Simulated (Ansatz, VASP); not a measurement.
**PtPb: VASP beside Ansatz**

```
Pt Pb
1.0
     4.25000    0.00000    0.00000
    -2.12500    3.68061    0.00000
     0.00000    0.00000    5.56512
Pt Pb
2 2
Cartesian
  0.0000 2.4537 1.3913
  2.1250 1.2269 4.1738
  0.0000 0.0000 0.0000
  0.0000 0.0000 2.7826
```

Change from the starting cell: zz strain of +2 %, PAW files.

Alike in both runs: task electric field gradients; functional LDA; k mesh 10 × 10 × 7; occupations fermi-dirac, width 0.05 eV; no spin polarisation.

|  | VASP | Ansatz |
| --- | --- | --- |
| version | VASP 6.6.1 | Ansatz 0.2.0 |
| potentials or method | VASP PAW LDA potentials, release 64 (Pt, Pb_d) | PAW with Ansatz's default frozen-core files, scalar-relativistic |
| plane-wave cutoff (eV) | 520 | 420 |
| valence electrons in the cell | 48 | 64 |

|  | VASP | Ansatz | Ansatz less VASP |
| --- | --- | --- | --- |
| pressure (GPa) | 3.9 | 3.6 | -0.28 |
| traceless stress, the component that is largest in VASP (GPa) | 15.26 | 15.31 | +0.046 |
| size of Vzz on the site where it differs most (V/Å²) | 24.8 | 84.7 | +59.83 |

LDA's correlation is that of Perdew and Zunger in VASP and of Perdew and Wang (1992) in Ansatz. One of these differences is far larger than is usual between the two programs; its cause wasn't traced. VASP's potentials hold 48 valence electrons a cell and Ansatz's 64, so a difference there can come from the potentials and not from the codes.

Spin-orbit coupling is off throughout.
